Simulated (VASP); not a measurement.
Here is a VASP 6.6.1 calculation.

Contents of INCAR:

```
SYSTEM = Nb
PREC     = Accurate       ! precision mode
ENCUT    = 500            ! plane-wave cutoff, eV
EDIFF    = 1E-6           ! SCF threshold, eV
ISMEAR   = -1             ! smearing method
SIGMA    = 0.06           ! smearing width, eV
LREAL    = .False.        ! projectors in reciprocal space
LASPH    = .True.         ! aspherical terms in the spheres
NELM     = 120            ! most SCF steps
ALGO     = Normal         ! electronic algorithm
ISIF     = 2              ! what is computed and relaxed
LWAVE    = .False.        ! write WAVECAR
LCHARG   = .False.        ! write CHGCAR
GGA      = PE             ! functional
NBANDS   = 12             ! bands
GGA_COMPAT= .False.
```

Contents of KPOINTS:

```
regular mesh
0
Gamma
  6 6 6
  0 0 0
```

File POSCAR:

```
Nb
1.0
   -1.6639500000      1.6639500000      1.6639500000
    1.6639500000     -1.6639500000      1.6639500000
    1.6639500000      1.6639500000     -1.6639500000
Nb
1
Direct
    0.0000000000      0.0000000000      0.0000000000
```

Potentials or basis: VASP PAW PBE potentials, release 64 (Nb_sv).

Command:

```bash
$ cat potpaw_PBE.64/Nb_sv/POTCAR > POTCAR
$ mpirun -np 1 vasp_std > vasp.out
```

(1) Predict the pressure.

Answers

(1) -5.5 GPa.

Caveat: the k points lie up to 0.45 Å⁻¹ apart.
